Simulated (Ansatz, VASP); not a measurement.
## Two plane-wave programs on AgCl

```
Ag Cl
1.0
     1.85835   -5.51930    0.00000
     1.85835    5.51930    0.00000
     0.00000    0.00000    3.89770
Ag Cl
2 2
Direct
  0.39656 0.60344 0.75000
  0.60344 0.39656 0.25000
  0.86545 0.13455 0.25000
  0.13455 0.86545 0.75000
```

Change from the starting cell: volume scaled by 0.98, PAW files.

Alike in both runs: task electric field gradients; functional PBE; k mesh 9 × 9 × 8; occupations fermi-dirac, width 0.03 eV; no spin polarisation.

```csv
,VASP,Ansatz
version,VASP 6.6.1,Ansatz 0.2.0
potentials or method,"VASP PAW PBE potentials, release 64 (Ag, Cl)","PAW with Ansatz's default frozen-core files, scalar-relativistic"
plane-wave cutoff (eV),520,420
valence electrons in the cell,36,52
```

VASP gave:

* pressure (GPa): 2.7
* traceless stress, the component that is largest in VASP (GPa): -0.15
* rms of the force components (eV/Å): 0.008
* size of Vzz on the site where it differs most (V/Å²): 52.8

Problem. Estimate Ansatz's values.

Solution. Pressure (GPa): 2.9; traceless stress, the component that is largest in VASP (GPa): -0.20; rms of the force components (eV/Å): 0.010; size of Vzz on the site where it differs most (V/Å²): 50.5.

Atom by atom the forces differ by 0.002 eV/Å (rms over components). With one functional, cell and mesh, what is left measures potentials, basis and numerics. VASP's potentials hold 36 valence electrons a cell and Ansatz's 52, so a difference there can come from the potentials and not from the codes.
